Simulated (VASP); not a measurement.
# In (Fm-3m) in VASP: notebook, part 3 of 3

VASP 6.6.1. The steps go on from the part before.

### 5 Single point, LDA (volume scaled by 0.96)

Contents of INCAR:

```
PREC     = Accurate       # precision mode
ENCUT    = 520            # plane-wave cutoff, eV
EDIFF    = 1E-6           # SCF threshold, eV
ISMEAR   = -1             # smearing method
SIGMA    = 0.1            # smearing width, eV
LREAL    = False          # projectors in reciprocal space
LASPH    = True           # aspherical terms in the spheres
NELM     = 100            # most SCF steps
ALGO     = Normal         # electronic algorithm
ISIF     = 2              # what is computed and relaxed
LWAVE    = False          # write WAVECAR
LCHARG   = False          # write CHGCAR
GGA      = CA             # functional
NBANDS   = 12             # bands
```

Contents of KPOINTS:

```
Automatic mesh
0
Gamma
  13 13 13
```

Contents of POSCAR:

```
In
1.0
    0.0000000000      2.2761143102      2.2761143102
    2.2761143102      0.0000000000      2.2761143102
    2.2761143102      2.2761143102      0.0000000000
In
1
Direct
    0.0000000000      0.0000000000      0.0000000000
```

Potentials or basis: VASP PAW LDA potentials, release 64 (In_d).

Command:

```
cat potpaw_LDA.64/In_d/POTCAR > POTCAR
mpirun -np 1 vasp_std > vasp.out
```

OUTCAR:

```text
PREC = Accurate
   ENCUT = 520
   EDIFF = 1E-6
   ISMEAR = -1
   LREAL = False
   LASPH = True
   NELM = 100
   ISIF = 2
   GGA = CA

 ion  position               nearest neighbor table
   1  0.000  0.000  0.000-

  LATTYP: Found a face centered cubic cell.
 ALAT       =     4.5522286204

  Lattice vectors:

 A1 = (   0.0000000000,   2.2761143102,   2.2761143102)
 A2 = (   2.2761143102,   0.0000000000,   2.2761143102)
 A3 = (   2.2761143102,   2.2761143102,   0.0000000000)

Analysis of symmetry for initial positions (statically):
=====================================================================
 Subroutine PRICEL returns:
 Original cell was already a primitive cell.

 Routine SETGRP: Setting up the symmetry group for a
 face centered cubic supercell.

 Subroutine GETGRP returns: Found 48 space group operations
 (whereof 48 operations were pure point group operations)
 out of a pool of 48 trial point group operations.

The static configuration has the point symmetry O_h .

Analysis of symmetry for dynamics (positions and initial velocities):
=====================================================================
 Subroutine PRICEL returns:
 Original cell was already a primitive cell.

 Routine SETGRP: Setting up the symmetry group for a
 face centered cubic supercell.

 Subroutine GETGRP returns: Found 48 space group operations
 (whereof 48 operations were pure point group operations)
 out of a pool of 48 trial point group operations.

The dynamic configuration has the point symmetry O_h .

 Subroutine INISYM returns: Found 48 space group operations
 (whereof 48 operations are pure point group operations),
 and found     1 'primitive' translations

----------------------------------------------------------------------------------------

                                     Primitive cell
[... 106 lines left out ...]
   IALGO  =     38    algorithm
   IMIX   =      4    mixing-type and parameters
     AMIX     =   0.40;   BMIX     =  1.00
     AMIX_MAG =   1.60;   BMIX_MAG =  1.00
  volume/ion in A,a.u.               =      23.58       159.15
  Fermi-wavevector in a.u.,A,eV,Ry     =   1.342307  2.536593 24.514818  1.801788
  Thomas-Fermi vector in A             =   2.470471
   LORBIT       =      0    0 simple, 1 ext, 2 COOP (PROOUT), +10 PAW based schemes
   GGA     = CA    functional components
   LHFCALC =     F    Hartree Fock is set to
   AEXX    =    0.0000 exact exchange contribution
   IVDW    =     0    specifies the selected vdW correction
   LEPSILON=     F    determine dielectric tensor
   LRPA    =     F    only Hartree local field effects (RPA)
 non-spin polarized calculation
  energy-cutoff  :      520.00
  volume of cell :       23.58
 maximum number of plane-waves:       646
   NGX = 11   NGY = 11   NGZ = 11

 number of electron      12.9999991 magnetization

 Free energy of the ion-electron system (eV)
  ---------------------------------------------------
  ext. energy  EPLUGINS =         0.00000000
  ---------------------------------------------------
  free energy    TOTEN  =        -3.21431433 eV

  energy without entropy =       -3.20135741  energy(sigma->0) =       -3.20783587

 E-fermi :   8.5268     XC(G=0): -11.0307

 val. band max:        8.3968990329   @ k =   0.3846   0.0769   0.0000
 cond. band min:       8.5281932561   @ k =   0.4615   0.2308   0.0000
 fundamental gap:      0.1312942231
 Fermi energy:         8.5268169138

 k-point     1 :       0.0000    0.0000    0.0000
  band No.  band energies     occupation
      1      -6.2185      2.00000
      2      -6.2185      2.00000
      3      -6.2185      2.00000
      4      -5.9869      2.00000
      5      -5.9869      2.00000
      6      -1.8541      2.00000
      7      19.8744      0.00000
      8      19.8744      0.00000
      9      19.8744      0.00000
     10      20.2829      0.00000
     11      23.4171      0.00000
     12      23.4171      0.00000
[... 331 lines left out ...]
 k-point    24 :       0.4615    0.1538    0.0000
  band No.  band energies     occupation
      1      -6.3112      2.00000
      2      -6.1919      2.00000
      3      -6.1086      2.00000
      4      -5.9206      2.00000
      5      -5.7771      2.00000
      6       2.7881      2.00000
      7       7.2429      1.99999
      8      14.7846      0.00000
      9      15.6492      0.00000
     10      18.0910      0.00000
     11      24.5061      0.00000
     12      24.6508      0.00000

 [... further k-points ...]
[... 5 lines left out ...]
  --------------------------------------------------------------------------------------
  -------------------------------------------------------------------------------------
  Total        0.3653549      0.3653549      0.3653549      0.0000000      0.0000000     -0.0000000
  in kB       24.8206603     24.8206603     24.8206603      0.0000000      0.0000000     -0.0000000
  external PRESSURE =      24.8206603 kB  Pullay stress =       0.0000000 kB

 VOLUME and BASIS-vectors are now :
 -----------------------------------------------------------------------------
  energy-cutoff  :      520.00
  volume of cell :       23.58
      direct lattice vectors                 reciprocal lattice vectors
     0.000000000  2.276114310  2.276114310    -0.219672623  0.219672623  0.219672623
     2.276114310  0.000000000  2.276114310     0.219672623 -0.219672623  0.219672623
     2.276114310  2.276114310  0.000000000     0.219672623  0.219672623 -0.219672623

 POSITION                                       TOTAL-FORCE (eV/Angst)
 -----------------------------------------------------------------------------------
      0.00000      0.00000      0.00000        -0.000000      0.000000     -0.000000
 -----------------------------------------------------------------------------------
    total drift:                               -0.000000      0.000000     -0.000000

  FREE ENERGIE OF THE ION-ELECTRON SYSTEM (eV)
  ---------------------------------------------------
  free  energy   TOTEN  =        -3.2143143308 eV

  energy  without entropy=       -3.2013574092  energy(sigma->0) =       -3.20783587
```

It took 8.5 s on 1 thread of Intel Xeon Platinum 8259CL at 2.50GHz (Skylake/Cascade Lake), shared host; peak memory 0.14 GiB.

Results:

```yaml
Free_energy: -3.2143 eV
Pressure: 2.5 GPa
```

Caveat: spin-orbit coupling is left out, which moves the levels of the heavy elements.

### 6 Single point, LDA

Contents of INCAR:

```
SYSTEM = In
PREC = Accurate ; ENCUT = 520
EDIFF = 1E-6 ; ISMEAR = -1
SIGMA = 0.1 ; LREAL = .FALSE.
LASPH = .TRUE. ; NELM = 60
ALGO = Normal ; ISIF = 2
LWAVE = .FALSE. ; LCHARG = .FALSE.
NBANDS = 12
```

Contents of KPOINTS:

```
Automatic mesh
0
G
  13 13 13
  0 0 0
```

Contents of POSCAR:

```
In
1.0
    0.0000000000      2.3072978333      2.3072978333
    2.3072978333      0.0000000000      2.3072978333
    2.3072978333      2.3072978333      0.0000000000
In
1
Direct
    0.0000000000      0.0000000000      0.0000000000
```

Potentials or basis: VASP PAW LDA potentials, release 64 (In_d).

Command:

```
cat potpaw_LDA.64/In_d/POTCAR > POTCAR
mpirun -np 1 vasp_std > vasp.out
```

Wall time 8.7 s (1 thread of Intel Xeon Platinum 8259CL at 2.50GHz (Skylake/Cascade Lake), shared host); peak memory 0.14 GiB.

Results (log left out):

* Free energy: -3.2227 eV
* Pressure: 0.2 GPa

Levels at points of the mesh, in eV from the Fermi level:
| k point | band 4 | band 5 | band 6 | band 7 | band 8 | band 9 |
| --- | --- | --- | --- | --- | --- | --- |
| (0.00, 0.00, 0.00) | -14.47 | -14.47 | -10.06 | 10.98 | 10.98 | 10.98 |

Caveat: spin-orbit coupling is left out, which moves the levels of the heavy elements.

### 7 The runs side by side

| cell | k mesh | gap on the mesh (eV) | pressure (GPa) |
| --- | --- | --- | --- |
| a = 3.263 Å, angles 60.0°, 1 atom | 12 × 12 × 12 | none | 0.1 |
| a = 3.127 Å, angles 60.0°, 1 atom | 13 × 13 × 13 | none | 9.2 |
| a = 3.174 Å, angles 60.0°, 1 atom | 13 × 13 × 13 | none | 5.4 |
| a = 3.219 Å, angles 60.0°, 1 atom | 13 × 13 × 13 | none | 2.5 |
| a = 3.263 Å, angles 60.0°, 1 atom | 13 × 13 × 13 | none | 0.2 |

Alike in all rows: task single point; level LDA; potentials or basis VASP PAW LDA potentials, release 64 (In_d); no spin polarisation; cutoff (eV) 520; smearing fermi-dirac 0.1 eV.

Caveats: spin-orbit coupling is left out, which moves the levels of the heavy elements.

Absolute energies hang on the potentials; compare differences alone.
